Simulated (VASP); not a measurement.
# Fe2O3 (R-3c) in VASP: relaxation of shape and atoms at fixed volume with PBE+U

Aim: the relaxation of shape and atoms at fixed volume of Fe2O3 with PBE+U.

All numbers are computed with VASP 6.6.1; they aren't measurements. Logs are shortened: lines on timing, memory, paths and dates and some standing lists are left out, and cuts for length are marked.

## 1. The cell of the first run

The structure is trigonal, space group R-3c (No. 167). The conventional cell has a = 5.175 Å, b = 5.175 Å, c = 13.961 Å, α = 90.00°, β = 90.00°, γ = 120.00°. Fe (site symmetry 3) has 6 O at 2.00 to 2.15 Å within 2.7 Å. O (site symmetry 2) has 4 Fe at 2.00 to 2.15 Å and 8 O at 2.72 to 2.95 Å within 3.0 Å.

## 2. Relaxation of shape and atoms at fixed volume, PBE+U, collinear spin, ferromagnetic start (10.79 Å³/atom)

Contents of INCAR:

```
SYSTEM = Fe2O3
PREC     = Accurate       ! precision mode
ENCUT    = 600            ! plane-wave cutoff, eV
EDIFF    = 1E-7           ! SCF threshold, eV
ISMEAR   = 0              ! smearing method
SIGMA    = 0.05           ! smearing width, eV
LREAL    = .FALSE.        ! projectors in reciprocal space
LASPH    = .TRUE.         ! aspherical terms in the spheres
NELM     = 200            ! most SCF steps
ALGO     = Normal         ! electronic algorithm
ISIF     = 4              ! what is computed and relaxed
LWAVE    = .FALSE.        ! write WAVECAR
LCHARG   = .FALSE.        ! write CHGCAR
ISPIN    = 2              ! spin polarisation
MAGMOM   = 4.35 4.35 4.35 4.35 0.44 0.44 0.44 0.44 0.44 0.44 ! initial moments
LORBIT   = 11             ! projections on sites
LMAXMIX  = 4              ! l up to which the mixer works
LDAU     = .TRUE.         ! DFT+U
LDAUTYPE = 2            
LDAUL    = 2 -1           ! shell
LDAUU    = 4 0            ! U, eV
LDAUJ    = 0 0          
LDAUPRINT= 1            
GGA      = PE             ! functional
IBRION   = 2              ! ionic algorithm
NSW      = 60             ! ionic steps
EDIFFG   = -0.01          ! ionic threshold
GGA_COMPAT= .FALSE.      
NELMIN   = 4
```

Contents of KPOINTS:

```
regular mesh
0
G
  4 4 4
  0 0 0
```

Contents of POSCAR:

```
Fe2O3
1.0
    2.5876728506      1.4939936168      4.6538256021
   -2.5876728506      1.4939936168      4.6538256021
    0.0000000000     -2.9879872338      4.6538256020
Fe O
4 6
Direct
    0.3549503717      0.3549503717      0.3549503717
    0.1450496283      0.1450496283      0.1450496283
    0.6450496283      0.6450496283      0.6450496283
    0.8549503717      0.8549503717      0.8549503717
    0.5536548590      0.9463451410      0.2500000000
    0.2500000000      0.5536548590      0.9463451410
    0.9463451410      0.2500000000      0.5536548590
    0.4463451410      0.0536548590      0.7500000000
    0.7500000000      0.4463451410      0.0536548590
    0.0536548590      0.7500000000      0.4463451410
```

Potentials or basis: VASP PAW PBE potentials, release 64 (Fe, O).

Started as:

```bash
> cat potpaw_PBE.64/Fe/POTCAR potpaw_PBE.64/O/POTCAR > POTCAR
> mpirun -np 1 vasp_std > vasp.out
```

OUTCAR:

```text
SYSTEM = Fe2O3
   PREC = Accurate
   ENCUT = 600
   EDIFF = 1E-7
   ISMEAR = 0
   LREAL = .FALSE.
   LASPH = .TRUE.
   NELM = 200
   ISIF = 4
   ISPIN = 2
   LORBIT = 11
   GGA = PE
   IBRION = 2
   NSW = 60
   EDIFFG = -0.01
   NELMIN = 4

 ion  position               nearest neighbor table
   1  0.355  0.355  0.355-   8 2.00  10 2.00   9 2.00   6 2.15   5 2.15   7 2.15   2 2.93   3 3.05
                             3 3.05   3 3.05
   2  0.145  0.145  0.145-   8 2.00   9 2.00  10 2.00   7 2.15   5 2.15   6 2.15   1 2.93   4 3.05
                             4 3.05   4 3.05
   3  0.645  0.645  0.645-   5 2.00   7 2.00   6 2.00   9 2.15   8 2.15  10 2.15   4 2.93   1 3.05
                             1 3.05   1 3.05
   4  0.855  0.855  0.855-   5 2.00   6 2.00   7 2.00  10 2.15   8 2.15   9 2.15   3 2.93   2 3.05
                             2 3.05   2 3.05
   5  0.554  0.946  0.250-   3 2.00   4 2.00   1 2.15   2 2.15
   6  0.250  0.554  0.946-   4 2.00   3 2.00   1 2.15   2 2.15
   7  0.946  0.250  0.554-   3 2.00   4 2.00   2 2.15   1 2.15
   8  0.446  0.054  0.750-   1 2.00   2 2.00   3 2.15   4 2.15
   9  0.750  0.446  0.054-   2 2.00   1 2.00   3 2.15   4 2.15
  10  0.054  0.750  0.446-   1 2.00   2 2.00   4 2.15   3 2.15

  LATTYP: Found a trigonal (rhomboedric) cell.
 ALAT       =     5.5304756074
 COS(alpha) =     0.5621515951

  Lattice vectors:

 A1 = (   2.5876728506,   1.4939936168,   4.6538256021)
 A2 = (  -2.5876728506,   1.4939936168,   4.6538256021)
 A3 = (   0.0000000000,  -2.9879872338,   4.6538256020)

Analysis of symmetry for initial positions (statically):
=====================================================================
 Subroutine PRICEL returns:
 Original cell was already a primitive cell.

 Routine SETGRP: Setting up the symmetry group for a
 trigonal (rhombohedral) supercell.

 Subroutine GETGRP returns: Found 12 space group operations
 (whereof  6 operations were pure point group operations)
 out of a pool of 12 trial point group operations.

The static configuration has the point symmetry S_6 .
 The point group associated with its full space group is D_3d.

Analysis of symmetry for dynamics (positions and initial velocities):
=====================================================================
 Subroutine PRICEL returns:
 Original cell was already a primitive cell.

 Routine SETGRP: Setting up the symmetry group for a
 trigonal (rhombohedral) supercell.

 Subroutine GETGRP returns: Found 12 space group operations
 (whereof  6 operations were pure point group operations)
 out of a pool of 12 trial point group operations.

The dynamic configuration has the point symmetry S_6 .
 The point group associated with its full space group is D_3d.

Analysis of structural, dynamic, and magnetic symmetry:
=====================================================================
 Subroutine PRICEL returns:
 Original cell was already a primitive cell.

 Routine SETGRP: Setting up the symmetry group for a
 trigonal (rhombohedral) supercell.

 Subroutine GETGRP returns: Found 12 space group operations
 (whereof  6 operations were pure point group operations)
 out of a pool of 12 trial point group operations.

The overall configuration has the point symmetry S_6 .
 The point group associated with its full space group is D_3d.

 Subroutine INISYM returns: Found 12 space group operations
 (whereof  6 operations are pure point group operations),
 and found     1 'primitive' translations

----------------------------------------------------------------------------------------

                                     Primitive cell

  volume of cell :     107.9492

  direct lattice vectors                    reciprocal lattice vectors
     2.587672851  1.493993617  4.653825602     0.193223807  0.111557817  0.071625661
    -2.587672851  1.493993617  4.653825602    -0.193223807  0.111557817  0.071625661
     0.000000000 -2.987987234  4.653825602     0.000000000 -0.223115634  0.071625661

  length of vectors
     5.530475607  5.530475607  5.530475607     0.234330582  0.234330582  0.234330582

  position of ions in fractional coordinates (direct lattice)
     0.354950372  0.354950372  0.354950372
     0.145049628  0.145049628  0.145049628
     0.645049628  0.645049628  0.645049628
     0.854950372  0.854950372  0.854950372
     0.553654859  0.946345141  0.250000000
     0.250000000  0.553654859  0.946345141
     0.946345141  0.250000000  0.553654859
     0.446345141  0.053654859  0.750000000
[... 57 lines left out ...]
   k-points           NKPTS =     13   k-points in BZ     NKDIM =     13   number of bands    NBANDS=     50
   number of dos      NEDOS =    301   number of ions     NIONS =     10
   total plane-waves  NPLWV = 110592
   dimension x,y,z NGX =    48 NGY =   48 NGZ =   48
   dimension x,y,z NGXF=    96 NGYF=   96 NGZF=   96
   ions per type =               4   6
   NGX,Y,Z   is equivalent  to a cutoff of  14.43, 14.43, 14.43 a.u.
   NGXF,Y,Z  is equivalent  to a cutoff of  28.86, 28.86, 28.86 a.u.
 SYSTEM =  Fe2O3
   PREC   = accura    normal or accurate (medium, high low for compatibility)
   ISTART =      0    job   : 0-new  1-cont  2-samecut
   ICHARG =      2    charge: 1-file 2-atom 10-const
   ISPIN  =      2    spin polarized calculation?
   LNONCOLLINEAR =      F non collinear calculations
   LSORBIT =      F    spin-orbit coupling
   LASPH  =      T    aspherical Exc in radial PAW
   ENCUT  =  600.0 eV  44.10 Ry    6.64 a.u.  11.05 11.05 11.05*2*pi/ulx,y,z
   NELM   =    200;   NELMIN=  4; NELMDL= -5     # of ELM steps
   EDIFF  = 0.1E-06   stopping-criterion for ELM
   LREAL  =      F    real-space projection
   EDIFFG = -.1E-01   stopping-criterion for IOM
   NSW    =     60    number of steps for IOM
   IBRION =      2    ionic relax: 0-MD 1-quasi-New 2-CG
   NFREE  =      1    steps in history (QN), initial steepest desc. (CG)
   ISIF   =      4    stress and relaxation
   ISYM   =      2    0-nonsym 1-usesym 2-fastsym
   POTIM  = 0.5000    time-step for ionic-motion
   TEBEG  =    0.0;   TEEND  =   0.0 temperature during run
   PSTRESS=    0.0 pullay stress
   NELECT =      68.0000    total number of electrons
   NUPDOWN=      -1.0000    fix difference up-down
   EMIN   =  10.00;   EMAX   =-10.00  energy-range for DOS
   EFERMI =   0.00;   METHOD = LEGACY
   ISMEAR =     0;   SIGMA  =   0.05  broadening in eV -4-tet -1-fermi 0-gaus
   EFERMI_NEDOS =   21; number of points for ismear=-14 and -15
   IALGO  =     38    algorithm
   IMIX   =      4    mixing-type and parameters
     AMIX     =   0.40;   BMIX     =  1.00
     AMIX_MAG =   1.60;   BMIX_MAG =  1.00
  volume/ion in A,a.u.               =      10.79        72.85
  Fermi-wavevector in a.u.,A,eV,Ry     =   1.403367  2.651979 26.795850  1.969439
  Thomas-Fermi vector in A             =   2.526036
   LORBIT       =     11    0 simple, 1 ext, 2 COOP (PROOUT), +10 PAW based schemes
 LDA+U is selected, type is set to LDAUTYPE =  2
   angular momentum for each species LDAUL =     2   -1
   U (eV)           for each species LDAUU =   4.0  0.0
   J (eV)           for each species LDAUJ =   0.0  0.0
   GGA     = PE    functional components
   LHFCALC =     F    Hartree Fock is set to
   AEXX    =    0.0000 exact exchange contribution
   IVDW    =     0    specifies the selected vdW correction
   LEPSILON=     F    determine dielectric tensor
   LRPA    =     F    only Hartree local field effects (RPA)
 conjugate gradient relaxation of ions
 spin polarized calculation
 Gauss-broadening in eV      SIGMA  =   0.05
  energy-cutoff  :      600.00
  volume of cell :      107.95
 maximum number of plane-waves:      3620
 NGX is ok and might be reduce to    48
   NGX = 23   NGY = 23   NGZ = 23

--------------------------------------- Ionic step        1  -------------------------------------------

 number of electron      67.9999998 magnetization      20.0000001

 Free energy of the ion-electron system (eV)
  ---------------------------------------------------
  ext. energy  EPLUGINS =         0.00000000
  ---------------------------------------------------
  free energy    TOTEN  =       -67.52481363 eV

  energy without entropy =      -67.52481363  energy(sigma->0) =      -67.52481363

------------------------ aborting loop because EDIFF is reached ----------------------------------------

  FORCE on cell =-STRESS in cart. coord.  units (eV):
  Direction    XX          YY          ZZ          XY          YZ          ZX
  --------------------------------------------------------------------------------------
  -------------------------------------------------------------------------------------
  Total       -3.4184025     -3.4184025     -2.9808873      0.0000000     -0.0000000      0.0000000
  in kB      -50.7357772    -50.7357772    -44.2421951      0.0000000     -0.0000000      0.0000000
  external PRESSURE =     -48.5712498 kB  Pullay stress =       0.0000000 kB
[... 295 lines left out ...]
--------------------------------------- Ionic step        5  -------------------------------------------

 number of electron      67.9999992 magnetization      19.9999992

 Free energy of the ion-electron system (eV)
  ---------------------------------------------------
  ext. energy  EPLUGINS =         0.00000000
  ---------------------------------------------------
  free energy    TOTEN  =       -67.53170032 eV

  energy without entropy =      -67.53170032  energy(sigma->0) =      -67.53170032

 E-fermi :   3.3003     XC(G=0): -11.2199

 val. band max:        3.0919125813   @ k =   0.0000   0.0000   0.0000
 cond. band min:       4.2778987700   @ k =  -0.2500   0.2500   0.0000
 fundamental gap:      1.1859861887
 Fermi energy:         3.3002730326

 spin component 1

 k-point     1 :       0.0000    0.0000    0.0000
  band No.  band energies     occupation
      1     -15.5439      1.00000
      2     -14.2332      1.00000
      3     -14.2332      1.00000
      4     -14.1701      1.00000
      5     -14.1364      1.00000
      6     -14.1364      1.00000
[... 626 lines left out ...]
     45       9.6552      0.00000
     46       9.6552      0.00000
 Fermi energy:         3.3002730326

 spin component 2

 k-point     1 :       0.0000    0.0000    0.0000
  band No.  band energies     occupation
      1     -14.8668      1.00000
      2     -13.4403      1.00000
      3     -13.3402      1.00000
      4     -13.3402      1.00000
      5     -13.3005      1.00000
      6     -13.3005      1.00000
[... 626 lines left out ...]
     45      10.6395      0.00000
     46      10.6395      0.00000
 [bands above 46 left out]

------------------------ aborting loop because EDIFF is reached ----------------------------------------

  FORCE on cell =-STRESS in cart. coord.  units (eV):
  Direction    XX          YY          ZZ          XY          YZ          ZX
  --------------------------------------------------------------------------------------
  -------------------------------------------------------------------------------------
  Total       -3.2080436     -3.2080436     -3.1923240      0.0000000     -0.0000000     -0.0000000
  in kB      -47.6136394    -47.6136394    -47.3803294      0.0000000     -0.0000000     -0.0000000
  external PRESSURE =     -47.5358694 kB  Pullay stress =       0.0000000 kB
[... 25 lines left out ...]
  FREE ENERGIE OF THE ION-ELECTRON SYSTEM (eV)
  ---------------------------------------------------
  free  energy   TOTEN  =       -67.5317003192 eV

  energy  without entropy=      -67.5317003192  energy(sigma->0) =      -67.53170032

 reached required accuracy - stopping structural energy minimisation

 total charge

# of ion       s       p       d       tot
------------------------------------------
    1        0.359   0.491   5.747   6.598
    2        0.359   0.491   5.747   6.598
    3        0.359   0.491   5.747   6.598
    4        0.359   0.491   5.747   6.598
    5        1.555   3.457   0.000   5.011
    6        1.555   3.457   0.000   5.011
    7        1.555   3.457   0.000   5.011
    8        1.555   3.457   0.000   5.011
    9        1.555   3.457   0.000   5.011
   10        1.555   3.457   0.000   5.011
--------------------------------------------------
tot         10.765  22.705  22.990  56.459

 magnetization (x)

# of ion       s       p       d       tot
------------------------------------------
    1        0.026   0.039   4.258   4.323
    2        0.026   0.039   4.258   4.323
    3        0.026   0.039   4.258   4.323
    4        0.026   0.039   4.258   4.323
    5        0.021   0.352   0.000   0.372
    6        0.021   0.352   0.000   0.372
    7        0.021   0.352   0.000   0.372
    8        0.021   0.352   0.000   0.372
    9        0.021   0.352   0.000   0.372
   10        0.021   0.352   0.000   0.372
--------------------------------------------------
tot          0.230   2.264  17.032  19.527
```

Wall time 21 min (1 thread of Oxide Virtual Turin-like, shared host); peak memory 0.44 GiB.

What came out:

- Free energy: -67.5317 eV
- Energy gained by relaxing: 0.7 meV/atom
- Ionic steps: 5
- Pressure after relaxing: -4.8 GPa
- Band gap on the k mesh: 1.19 eV (least direct gap 1.37 eV)
- Net moment: 20.00 μB per cell
- Site moments: Fe +4.32; O +0.37 μB
- Valence electrons inside the program's atomic spheres: Fe 6.60; O 5.01

Forces in eV/Å, atoms in the order of the input:
```
Fe   0.000  0.000 -0.001
Fe   0.000  0.000  0.001
Fe   0.000  0.000  0.001
Fe   0.000  0.000 -0.001
O    0.002  0.000  0.000
O   -0.001  0.002  0.000
O   -0.001 -0.002  0.000
O   -0.002  0.000  0.000
O    0.001 -0.002  0.000
O    0.001  0.002  0.000
```

Step by step:
| step | energy change (eV) | largest force (eV/Å) | pressure (GPa) | volume (Å³) |
| --- | --- | --- | --- | --- |
| 1 | 0.0000 | 0.1430 | -4.86 | 107.95 |
| 2 | -0.0039 | 0.0902 | -4.83 | 107.95 |
| 3 | -0.0068 | 0.0102 | -4.76 | 107.95 |
| 4 | -0.0068 | 0.0105 | -4.76 | 107.95 |
| 5 | -0.0069 | 0.0022 | -4.75 | 107.95 |

Final structure:
```yaml
crystal:
  lattice:
    - [2.58183, 1.49062, 4.67493]
    - [-2.58183, 1.49062, 4.67493]
    - [0.00000, -2.98124, 4.67493]
  atoms:
    - { symbol: Fe, position: [0.35358, 0.35358, 0.35358] }
    - { symbol: Fe, position: [0.14641, 0.14641, 0.14641] }
    - { symbol: Fe, position: [0.64642, 0.64642, 0.64642] }
    - { symbol: Fe, position: [0.85358, 0.85358, 0.85358] }
    - { symbol: O, position: [0.55448, 0.94552, 0.25000] }
    - { symbol: O, position: [0.25000, 0.55448, 0.94552] }
    - { symbol: O, position: [0.94552, 0.25000, 0.55448] }
    - { symbol: O, position: [0.44552, 0.05448, 0.75000] }
    - { symbol: O, position: [0.75000, 0.44552, 0.05448] }
    - { symbol: O, position: [0.05448, 0.75000, 0.44552] }
```

Eigenvalues of the final occupation matrices:
| site | spin | trace | eigenvalues |
| --- | --- | --- | --- |
| site 1 d | 1 | 5.02 | 0.98 0.98 0.98 1.04 1.04 |
| site 1 d | 2 | 0.75 | 0.06 0.06 0.08 0.27 0.27 |
| site 2 d | 1 | 5.02 | 0.98 0.98 0.98 1.04 1.04 |
| site 2 d | 2 | 0.75 | 0.06 0.06 0.08 0.27 0.27 |
| site 3 d | 1 | 5.02 | 0.98 0.98 0.98 1.04 1.04 |
| site 3 d | 2 | 0.75 | 0.06 0.06 0.08 0.27 0.27 |
| site 4 d | 1 | 5.02 | 0.98 0.98 0.98 1.04 1.04 |
| site 4 d | 2 | 0.75 | 0.06 0.06 0.08 0.27 0.27 |

Caveat: the run started ferromagnetic, and an antiferromagnetic order may lie lower in energy. The state reached can hang on the start; a lower one may exist.
